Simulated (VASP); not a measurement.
Si16Ge (a cell with a defect): single point with PBEsol

The system is Si16Ge (a cell with a defect).

```
CELL_PARAMETERS angstrom
0.00000 5.43000 5.43000
5.43000 0.00000 5.43000
5.43000 5.43000 0.00000
ATOMIC_POSITIONS crystal
Si 0.99817 0.99719 0.01910
Si 0.11383 0.11273 0.16017
Si 0.02502 0.02392 0.52395
Si 0.15212 0.15091 0.65094
Si 0.96556 0.51116 0.01120
Si 0.10639 0.62689 0.12691
Si 0.99817 0.51907 0.49722
Si 0.11384 0.66013 0.61274
Si 0.51203 0.96441 0.01131
Si 0.62789 0.10510 0.12695
Si 0.52032 0.99717 0.49719
Si 0.66117 0.11284 0.61284
Si 0.47465 0.47338 0.97341
Si 0.60164 0.60042 0.10045
Si 0.51204 0.51128 0.46444
Si 0.62789 0.62693 0.60514
Ge 0.31258 0.31159 0.81161
```

| Item | Value |
| --- | --- |
| Program | VASP 6.6.1 |
| Task | single point |
| Functional | PBEsol |
| Potentials or basis | VASP PAW PBE potentials, release 64 (Si, Ge_d) |
| Cutoff | 520 eV |
| k mesh | 2 × 2 × 2 |
| Occupations | gaussian, width 0.02 eV |
| Spin | no spin polarisation |
| Dipole correction | no |
| Further INCAR settings | LREAL = Auto; ALGO = Normal; EDIFF = 1e-07; NBANDS = 53 |

```json
{
 "Pressure": "3.3 GPa",
 "Largest force": "0.033 eV/Å",
 "Band gap on the k mesh": "0.18 eV"
}
```

Forces in eV/Å, atoms in the order of the input:
```
Si  -0.008 -0.005  0.002
Si   0.002 -0.003 -0.010
Si   0.013  0.011  0.011
Si   0.001 -0.002 -0.001
Si   0.011  0.003  0.004
Si  -0.010  0.003  0.003
Si  -0.008  0.002 -0.005
Si   0.002 -0.010 -0.004
Si  -0.003  0.008  0.005
Si   0.005 -0.004  0.009
Si   0.002 -0.011 -0.011
Si  -0.005  0.002  0.002
Si   0.009  0.004  0.004
Si  -0.017 -0.020 -0.020
Si  -0.002  0.005  0.008
Si   0.005  0.009 -0.004
Ge   0.003  0.005  0.005
```

Stress tensor (GPa, compression positive):
```
 3.28 -0.59 -0.59
-0.59  3.27 -0.58
-0.59 -0.58  3.27
```

Levels at points of the mesh, in eV from the valence-band top:
```csv
k point,band 37,band 38,band 39,band 40,band 41,band 42
"(0.00, 0.00, 0.00)",-0.25,-0.24,-0.23,0.18,0.18,0.54
"(0.50, 0.00, 0.00)",-1.03,-0.48,-0.15,0.51,0.98,1.13
"(0.00, 0.50, 0.00)",-1.03,-0.48,-0.15,0.50,0.98,1.13
"(0.00, 0.00, 0.50)",-1.03,-0.48,-0.15,0.50,0.98,1.13
"(0.50, 0.50, 0.50)",-0.89,-0.89,0.00,0.66,0.66,1.43
"(0.50, 0.50, 0.00)",-1.35,-0.30,0.00,0.68,1.68,1.69
"(0.00, 0.50, 0.50)",-1.35,-0.30,0.00,0.68,1.68,1.69
"(0.50, 0.00, 0.50)",-1.35,-0.30,0.00,0.68,1.68,1.69
```

Run time: 3.2 min on 1 thread of AMD EPYC 9R14 (Zen 4), on a shared host, peak memory 0.45 GiB.

Caveat: the k points lie up to 0.50 Å⁻¹ apart; the PAW data sets were made with another functional, which shifts forces and pressure a little.
